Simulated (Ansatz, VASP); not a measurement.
Two plane-wave programs on LiLuSe2

```
Li Lu Se
1.0
     0.00000    5.53379    5.53379
     5.53379    0.00000    5.53379
     5.53379    5.53379    0.00000
Li Lu Se
4 4 8
Direct
  0.12500 0.12500 0.12500
  0.62500 0.12500 0.12500
  0.12500 0.12500 0.62500
  0.12500 0.62500 0.12500
  0.62500 0.62500 0.62500
  0.12500 0.62500 0.62500
  0.62500 0.62500 0.12500
  0.62500 0.12500 0.62500
  0.37316 0.37316 0.37316
  0.36948 0.87684 0.87684
  0.37316 0.37316 0.88052
  0.87684 0.36948 0.87684
  0.88052 0.37316 0.37316
  0.87684 0.87684 0.87684
  0.37316 0.88052 0.37316
  0.87684 0.87684 0.36948
```

Alike in both runs: functional PBE; dispersion D3(BJ); k mesh 4 × 4 × 4; occupations gaussian, width 0.02 eV; no spin polarisation.

Ansatz relaxed the structure, and its values are those at the end. VASP's run is a single point on that final structure, the one shown.

```csv
,VASP,Ansatz
version,VASP 6.6.1,Ansatz 0.2.0
potentials or method,"VASP PAW PBE potentials, release 64 (Li_sv, Lu, Se), cutoff 520 eV","scalar-relativistic, plane waves, PAW"
valence electrons in the cell,160,240
```

```csv
,VASP,Ansatz,Ansatz less VASP
gap on the k mesh at the Fermi level (eV),1.43,1.44,+0.011
least direct gap on the mesh (eV),1.43,1.44,+0.011
rms of the force components (eV/Å),0.013,0.002,-0.0110
```

VASP's potentials hold 160 valence electrons a cell and Ansatz's 240, so a difference there can come from the potentials and not from the codes.

Spin-orbit coupling is off throughout. Noted on VASP's run: the cutoff is short for stress, so the pressure is rough.
